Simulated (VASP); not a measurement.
Wanted: the native input for a VASP 6.6.1 run.

```yaml
Task: single point
Functional: PBE
Dispersion: D3(BJ)
Potentials_or_basis: VASP PAW PBE potentials, release 64 (Ir)
Cutoff: 520 eV
k_mesh: 8 × 8 × 8
Occupations: gaussian, width 0.1 eV
Spin: no spin polarisation
Dipole_correction: no
Further_INCAR_settings: ALGO = Normal; EDIFF = 1e-07; NBANDS = 10
```

The structure of Ir lies in POSCAR:

```
Ir
1.0
    0.0000000000      1.9156000000      1.9156000000
    1.9156000000      0.0000000000      1.9156000000
    1.9156000000      1.9156000000      0.0000000000
Ir
1
Direct
    0.0000000000      0.0000000000      0.0000000000
```

The input as run:

INCAR

```
ALGO = Normal
EDIFF = 1E-7
ENCUT = 520
GGA = PE
ISIF = 2
ISMEAR = 0
IVDW = 12
LASPH = True
LCHARG = False
LREAL = False
LWAVE = False
NBANDS = 10
NELM = 100
PREC = Accurate
SIGMA = 0.1
```

KPOINTS

```
k-points
0
Gamma
  8 8 8
```

Potentials or basis: VASP PAW PBE potentials, release 64 (Ir).

The run is started by

```sh
$ cat potpaw_PBE.64/Ir/POTCAR > POTCAR
$ mpirun -np 1 vasp_std > vasp.out
```

It gave:

```
Pressure                   : 4.9 GPa
Dispersion energy per atom : -0.740 eV
```

Caveat: pairwise dispersion overbinds metals, which lowers pressure and volume.

It took 2.9 s on 1 thread of AMD EPYC 9R45 (Zen 5) (shared host), peak memory 0.1 GiB.
